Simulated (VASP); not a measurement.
Crystal: Ge.

```xyz
4
Lattice="3.9976 0.0000 0.0000 -1.9988 3.4620 0.0000 0.0000 0.0000 6.5994" Properties=species:S:1:pos:R:3 pbc="T T T"
Ge    1.9988    1.1540    0.4151
Ge    0.0000    2.3080    3.7148
Ge    0.0000    2.3080    6.1843
Ge    1.9988    1.1540    2.8846
```

This isn't the form of Ge at room conditions, which is diamond.

Base run:

```yaml
Program: VASP 6.6.1
Functional: LDA
Potentials_or_basis: VASP PAW LDA potentials, release 64 (Ge_d)
Cutoff: 500 eV
k_mesh: 7 × 7 × 4
Occupations: methfessel-paxton, width 0.1 eV
Spin: no spin polarisation
```

Its results: band gap on the k mesh 0.17 eV (least direct gap 0.25 eV); pressure -1.8 GPa.

Task: The run is repeated on the same cell with these changes: functional from LDA to PBEsol; potentials or basis from VASP PAW LDA potentials, release 64 (Ge_d) to VASP PAW PBE potentials, release 64 (Ge_d). What comes out?

Result: Band gap on the k mesh 0.10 eV (least direct gap 0.16 eV); pressure -0.1 GPa.

Caveats: semilocal functionals underestimate gaps, and a narrow one can read as zero; the PAW data sets were made with another functional, which shifts forces and pressure a little (at least some runs).

A k mesh can miss the band edges.
